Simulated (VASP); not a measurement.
# Rb (Pm-3m) in VASP: notebook

Rb is run at these levels: RPBE; tasks: relaxation of cell and atoms, single point.

Everything below comes from runs of VASP 6.6.1. Logs are shortened: lines on timing, memory, paths and dates and some standing lists are left out, and cuts for length are marked.

## 1. The cell of the first run

The structure is cubic, space group Pm-3m (No. 221). The conventional cell has a = 4.548 Å, b = 4.548 Å, c = 4.548 Å, α = 90.00°, β = 90.00°, γ = 90.00°.

This isn't the form of Rb at room conditions, which is bcc.

## 2. Relaxation of cell and atoms, RPBE

File INCAR:

```
SYSTEM = Rb
  PREC = Accurate
  ENCUT = 600
  EDIFF = 1E-6
  ISMEAR = -1
  SIGMA = 0.1
  LREAL = .FALSE.
  LASPH = .TRUE.
  NELM = 80
  ALGO = Normal
  ISIF = 3
  LWAVE = .FALSE.
  LCHARG = .FALSE.
  GGA = RP
  IBRION = 2
  NSW = 80
  EDIFFG = -0.01
```

File KPOINTS:

```
Automatic mesh
0
G
  7 7 7
  0 0 0
```

File POSCAR:

```
Rb
1.0
    4.5480067166      0.0000000000      0.0000000000
    0.0000000000      4.5480067166      0.0000000000
    0.0000000000      0.0000000000      4.5480067166
Rb
1
Direct
    0.0000000000      0.0000000000      0.0000000000
```

Potentials or basis: VASP PAW PBE potentials, release 64 (Rb_sv).

On the command line:

```console
$ cat potpaw_PBE.64/Rb_sv/POTCAR > POTCAR
$ mpirun -np 1 vasp_std > vasp.out
```

OUTCAR:

```text
SYSTEM = Rb
   PREC = Accurate
   ENCUT = 600
   EDIFF = 1E-6
   ISMEAR = -1
   LREAL = .FALSE.
   LASPH = .TRUE.
   NELM = 80
   ISIF = 3
   GGA = RP
   IBRION = 2
   NSW = 80
   EDIFFG = -0.01

 ion  position               nearest neighbor table
   1  0.000  0.000  0.000-

  LATTYP: Found a simple cubic cell.
 ALAT       =     4.5480067166

  Lattice vectors:

 A1 = (   4.5480067166,   0.0000000000,   0.0000000000)
 A2 = (   0.0000000000,   4.5480067166,   0.0000000000)
 A3 = (   0.0000000000,   0.0000000000,   4.5480067166)

Analysis of symmetry for initial positions (statically):
=====================================================================
 Subroutine PRICEL returns:
 Original cell was already a primitive cell.

 Routine SETGRP: Setting up the symmetry group for a
 simple cubic supercell.

 Subroutine GETGRP returns: Found 48 space group operations
 (whereof 48 operations were pure point group operations)
 out of a pool of 48 trial point group operations.

The static configuration has the point symmetry O_h .

Analysis of symmetry for dynamics (positions and initial velocities):
=====================================================================
 Subroutine PRICEL returns:
 Original cell was already a primitive cell.

 Routine SETGRP: Setting up the symmetry group for a
 simple cubic supercell.

 Subroutine GETGRP returns: Found 48 space group operations
 (whereof 48 operations were pure point group operations)
 out of a pool of 48 trial point group operations.

The dynamic configuration has the point symmetry O_h .

 Subroutine INISYM returns: Found 48 space group operations
 (whereof 48 operations are pure point group operations),
 and found     1 'primitive' translations

----------------------------------------------------------------------------------------

                                     Primitive cell

  volume of cell :      94.0726

  direct lattice vectors                    reciprocal lattice vectors
     4.548006717  0.000000000  0.000000000     0.219876544  0.000000000  0.000000000
     0.000000000  4.548006717  0.000000000     0.000000000  0.219876544  0.000000000
     0.000000000  0.000000000  4.548006717     0.000000000  0.000000000  0.219876544

  length of vectors
     4.548006717  4.548006717  4.548006717     0.219876544  0.219876544  0.219876544

  position of ions in fractional coordinates (direct lattice)
     0.000000000  0.000000000  0.000000000

  ion indices of the primitive-cell ions
   primitive index   ion index
                 1           1

[... 72 lines left out ...]
   ISIF   =      3    stress and relaxation
   ISYM   =      2    0-nonsym 1-usesym 2-fastsym
   POTIM  = 0.5000    time-step for ionic-motion
   TEBEG  =    0.0;   TEEND  =   0.0 temperature during run
   PSTRESS=    0.0 pullay stress
   NELECT =       9.0000    total number of electrons
   NUPDOWN=      -1.0000    fix difference up-down
   EMIN   =  10.00;   EMAX   =-10.00  energy-range for DOS
   EFERMI =   0.00;   METHOD = LEGACY
   ISMEAR =    -1;   SIGMA  =   0.10  broadening in eV -4-tet -1-fermi 0-gaus
   EFERMI_NEDOS =   21; number of points for ismear=-14 and -15
   IALGO  =     38    algorithm
   IMIX   =      4    mixing-type and parameters
     AMIX     =   0.40;   BMIX     =  1.00
     AMIX_MAG =   1.60;   BMIX_MAG =  1.00
  volume/ion in A,a.u.               =      94.07       634.83
  Fermi-wavevector in a.u.,A,eV,Ry     =   0.748746  1.414925  7.627708  0.560621
  Thomas-Fermi vector in A             =   1.845105
   LORBIT       =      0    0 simple, 1 ext, 2 COOP (PROOUT), +10 PAW based schemes
   GGA     = RP    functional components
   LHFCALC =     F    Hartree Fock is set to
   AEXX    =    0.0000 exact exchange contribution
   IVDW    =     0    specifies the selected vdW correction
   LEPSILON=     F    determine dielectric tensor
   LRPA    =     F    only Hartree local field effects (RPA)
 conjugate gradient relaxation of ions
 non-spin polarized calculation
  energy-cutoff  :      600.00
  volume of cell :       94.07
 maximum number of plane-waves:      3162
   NGX = 19   NGY = 19   NGZ = 19

--------------------------------------- Ionic step        1  -------------------------------------------

 number of electron       9.0000000 magnetization

 Free energy of the ion-electron system (eV)
  ---------------------------------------------------
  ext. energy  EPLUGINS =         0.00000000
  ---------------------------------------------------
  free energy    TOTEN  =        -0.73214438 eV

  energy without entropy =       -0.70375906  energy(sigma->0) =       -0.71795172

------------------------ aborting loop because EDIFF is reached ----------------------------------------

  FORCE on cell =-STRESS in cart. coord.  units (eV):
  Direction    XX          YY          ZZ          XY          YZ          ZX
  --------------------------------------------------------------------------------------
  -------------------------------------------------------------------------------------
  Total        0.2202082      0.2202082      0.2202082      0.0000000      0.0000000      0.0000000
  in kB        3.7504280      3.7504280      3.7504280      0.0000000      0.0000000      0.0000000
  external PRESSURE =       3.7504280 kB  Pullay stress =       0.0000000 kB
[... 22 lines left out ...]
--------------------------------------- Ionic step        2  -------------------------------------------

 number of electron       9.0000000 magnetization

 E-fermi :   0.0216     XC(G=0):  -5.1731

 val. band max:       -0.0785946508   @ k =   0.4286   0.1429   0.1429
 cond. band min:       0.0627096549   @ k =   0.2857   0.2857   0.2857
 fundamental gap:      0.1413043057
 Fermi energy:         0.0215888429

 k-point     1 :       0.0000    0.0000    0.0000
  band No.  band energies     occupation
      1     -29.1256      2.00000
      2     -13.1661      2.00000
      3     -13.1661      2.00000
      4     -13.1661      2.00000
      5      -1.8536      2.00000
      6       2.3973      0.00000
      7       2.3973      0.00000
      8       5.7648      0.00000
[... 276 lines left out ...]
--------------------------------------- Ionic step        4  -------------------------------------------

 number of electron       9.0000000 magnetization

 Free energy of the ion-electron system (eV)
  ---------------------------------------------------
  ext. energy  EPLUGINS =         0.00000000
  ---------------------------------------------------
  free energy    TOTEN  =        -0.74800023 eV

  energy without entropy =       -0.71847484  energy(sigma->0) =       -0.73323754

 E-fermi :  -0.2190     XC(G=0):  -4.9166

 val. band max:       -0.3201364402   @ k =   0.4286   0.1429   0.1429
 cond. band min:      -0.1751800914   @ k =   0.2857   0.2857   0.2857
 fundamental gap:      0.1449563488
 Fermi energy:        -0.2190232644

 k-point     1 :       0.0000    0.0000    0.0000
  band No.  band energies     occupation
      1     -29.4039      2.00000
      2     -13.4570      2.00000
      3     -13.4570      2.00000
      4     -13.4570      2.00000
      5      -1.9507      2.00000
      6       2.1431      0.00000
      7       2.1431      0.00000
      8       5.0980      0.00000
[... 235 lines left out ...]
  FREE ENERGIE OF THE ION-ELECTRON SYSTEM (eV)
  ---------------------------------------------------
  free  energy   TOTEN  =        -0.7480002334 eV

  energy  without entropy=       -0.7184748440  energy(sigma->0) =       -0.73323754

 reached required accuracy - stopping structural energy minimisation
```

OSZICAR:

```text
N       E                     dE             d eps       ncg     rms          rms(c)
DAV:   1     0.496835972504E+02    0.49684E+02   -0.34574E+03   320   0.885E+02
DAV:   2     0.221199795719E+01   -0.47472E+02   -0.45611E+02   360   0.141E+02
DAV:   3    -0.594908456642E+00   -0.28069E+01   -0.28033E+01   392   0.407E+01
[... 32 lines left out ...]
DAV:   4    -0.747875741288E+00   -0.88123E-04   -0.49598E-04   352   0.230E-01    0.478E-02
DAV:   5    -0.747995823647E+00   -0.12008E-03   -0.10814E-04   616   0.125E-01    0.329E-02
DAV:   6    -0.747995509586E+00    0.31406E-06   -0.42934E-05   568   0.638E-02    0.512E-03
DAV:   7    -0.748000293170E+00   -0.47836E-05   -0.23616E-06   280   0.195E-02    0.120E-03
DAV:   8    -0.748000233374E+00    0.59796E-07   -0.23925E-07   160   0.359E-03
   4 F= -.74800023E+00 E0= -.73323754E+00  d E =-.158559E-01
```

CONTCAR:

```text
Rb
   1.00000000000000
     4.7782515708448621    0.0000000000000000    0.0000000000000000
     0.0000000000000000    4.7782515708448621    0.0000000000000000
    -0.0000000000000000    0.0000000000000000    4.7782515708448621
  Rb
     1
Direct
     0.0000000000000000    0.0000000000000000    0.0000000000000000

  0.00000000E+00  0.00000000E+00  0.00000000E+00
```

Run time: 37 s. Hardware: 1 thread of Intel Xeon Platinum 8488C (Sapphire Rapids), shared host; peak memory 0.21 GiB.

Results:

```yaml
Free_energy: -0.7480 eV
Relaxed_volume: 109.10 Å³/atom
Relaxed_cell: a = 4.778 Å, b = 4.778 Å, c = 4.778 Å, α = 90.00°, β = 90.00°, γ = 90.00°
Space_group_after_relaxing_to_0.1_Å: Pm-3m (No. 221)
Energy_gained_by_relaxing: 15.9 meV/atom
Ionic_steps: 4
Pressure_after_relaxing: 0.0 GPa
Band_gap_on_the_k_mesh: zero (an odd number of electrons rules out a gap without spin polarisation)
```

The path:
```csv
step,energy change (eV),largest force (eV/Å),pressure (GPa),volume (Å³)
1,0.0000,0.0000,0.38,94.07
2,-0.0061,0.0000,0.27,97.10
3,-0.0154,0.0000,0.05,106.58
4,-0.0159,0.0000,0.01,109.10
```

Final structure:
```cif
data_structure
_symmetry_space_group_name_H-M 'P 1'
_symmetry_Int_Tables_number 1
_cell_length_a 4.7783
_cell_length_b 4.7783
_cell_length_c 4.7783
_cell_angle_alpha 90.000
_cell_angle_beta 90.000
_cell_angle_gamma 90.000
_cell_volume 109.10
loop_
_atom_site_label
_atom_site_type_symbol
_atom_site_fract_x
_atom_site_fract_y
_atom_site_fract_z
_atom_site_occupancy
Rb1 Rb 0.00000 0.00000 0.00000 1
```

Caveat: the volume moved by over 15 % at a fixed basis, so the end points are rough; the PAW data sets were made with another functional, which shifts forces and pressure a little.

## 3. Single point, RPBE

This run uses another cell than the first one, of 109.26 Å³/atom.

File INCAR:

```
ALGO = Normal
EDIFF = 1E-7
ENCUT = 520
GGA = RP
ISIF = 2
ISMEAR = -1
LASPH = True
LCHARG = False
LREAL = False
LWAVE = False
NBANDS = 10
NELM = 60
PREC = Accurate
SIGMA = 0.1
```

File KPOINTS:

```
k-points
0
Gamma
  11 11 11
```

File POSCAR:

```
Rb
1.0
    4.7806263217      0.0000000000      0.0000000000
    0.0000000000      4.7806263217      0.0000000000
    0.0000000000      0.0000000000      4.7806263217
Rb
1
Direct
    0.0000000000      0.0000000000      0.0000000000
```

Potentials or basis: VASP PAW PBE potentials, release 64 (Rb_sv).

On the command line:

```console
$ cat potpaw_PBE.64/Rb_sv/POTCAR > POTCAR
$ mpirun -np 1 vasp_std > vasp.out
```

Run time: 32 s. Hardware: 1 thread of Intel Xeon Platinum 8488C (Sapphire Rapids), shared host; peak memory 0.23 GiB.

Results (log left out):

| Property | Result |
| --- | --- |
| Free energy | -0.7477 eV |
| Pressure | 0.0 GPa |
| Band gap on the k mesh | zero (an odd number of electrons rules out a gap without spin polarisation) |

Levels at points of the mesh, in eV from the Fermi level:
```
           k point  band 2  band 3  band 4  band 5  band 6  band 7  band 8  band 9
(0.00, 0.00, 0.00)  -13.24  -13.24  -13.24   -1.73    2.36    2.36    5.31    5.31
```

Caveat: the PAW data sets were made with another functional, which shifts forces and pressure a little.
